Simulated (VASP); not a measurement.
# TlGaS3: single point with PBE

TlGaS3:

```
CELL_PARAMETERS angstrom
6.25324 0.00000 0.00000
-3.12662 5.41546 0.00000
0.00000 0.00000 6.56561
ATOMIC_POSITIONS crystal
Tl 0.33333 0.66667 0.75000
Tl 0.66667 0.33333 0.25000
Ga 0.00000 0.00000 0.00000
Ga 0.00000 0.00000 0.50000
S 0.82877 0.65754 0.75000
S 0.34246 0.17123 0.75000
S 0.82877 0.17123 0.75000
S 0.17123 0.34246 0.25000
S 0.65754 0.82877 0.25000
S 0.17123 0.82877 0.25000
```

* Program: VASP 6.6.1
* Task: single point
* Functional: PBE
* Potentials or basis: VASP PAW PBE potentials, release 64 (Tl_d, Ga_d, S)
* Cutoff: 520 eV
* k mesh: 3 × 3 × 4
* Occupations: gaussian, width 0.1 eV
* Spin: no spin polarisation
* Dipole correction: no
* Further INCAR settings: ALGO = Normal; EDIFF = 1e-06; NBANDS = 55

The pressure is 0.1 GPa, the largest force is 0.008 eV/Å and the band gap on the k mesh is zero (band 44 reaches 4.67 eV, above the bottom of band 45 at 4.19 eV).

Forces on the atoms (eV/Å):
```
Tl   0.000  0.000  0.000
Tl   0.000  0.000  0.000
Ga   0.000  0.000  0.000
Ga   0.000  0.000  0.000
S    0.000 -0.008  0.000
S    0.007  0.004  0.000
S   -0.007  0.004  0.000
S    0.000  0.008  0.000
S   -0.007 -0.004  0.000
S    0.007 -0.004  0.000
```

Stress tensor (GPa, compression positive):
```
0.02 0.00 0.00
0.00 0.02 0.00
0.00 0.00 0.11
```

Levels at points of the mesh, in eV from the Fermi level:
```
           k point  band 40  band 41  band 42  band 43  band 44  band 45  band 46  band 47  band 48  band 49
(0.00, 0.00, 0.00)    -0.96    -0.09     0.12     0.12     0.19     0.39     0.64     0.64     2.28     3.41
(0.00, 0.00, 0.50)    -1.57     0.14     0.14     0.34     0.34     0.34     0.34     2.23     2.23     3.85
```

Wall time 2.1 min on 1 thread of Oxide Virtual Turin-like Processor (shared host), peak memory 0.34 GiB.

Caveat: the k points lie up to 0.39 Å⁻¹ apart; spin-orbit coupling is left out, which moves the levels of the heavy elements.
